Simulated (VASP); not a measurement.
**BN: single point with PBE**

Crystal: BN.

```
N B
1.0
     0.00000    1.79692    1.79692
     1.79692    0.00000    1.79692
     1.79692    1.79692    0.00000
N B
1 1
Direct
  0.25000 0.25000 0.25000
  0.00000 0.00000 0.00000
```

```
Program                : VASP 6.6.1
Task                   : single point
Functional             : PBE
Potentials or basis    : VASP PAW PBE potentials, release 64 (N, B)
Cutoff                 : 520 eV
k mesh                 : 13 × 13 × 13
Occupations            : fermi-dirac, width 0.05 eV
Spin                   : no spin polarisation
Dipole correction      : no
Further INCAR settings : ALGO = Normal; EDIFF = 1e-06; NBANDS = 11
```

```
Pressure               : 10.3 GPa
Band gap on the k mesh : 4.55 eV, indirect (least direct gap 8.90 eV)
```

Levels at points of the mesh, in eV from the valence-band top:
| k point | band 1 | band 2 | band 3 | band 4 | band 5 | band 6 | band 7 | band 8 |
| --- | --- | --- | --- | --- | --- | --- | --- | --- |
| (0.00, 0.00, 0.00) | -20.43 | 0.00 | 0.00 | 0.00 | 8.90 | 8.90 | 8.90 | 10.64 |

Wall time 8 s on 1 thread of AMD EPYC 7R13 Processor (Zen 3), on a shared host, peak memory 0.09 GiB.

A k mesh can miss the band edges.
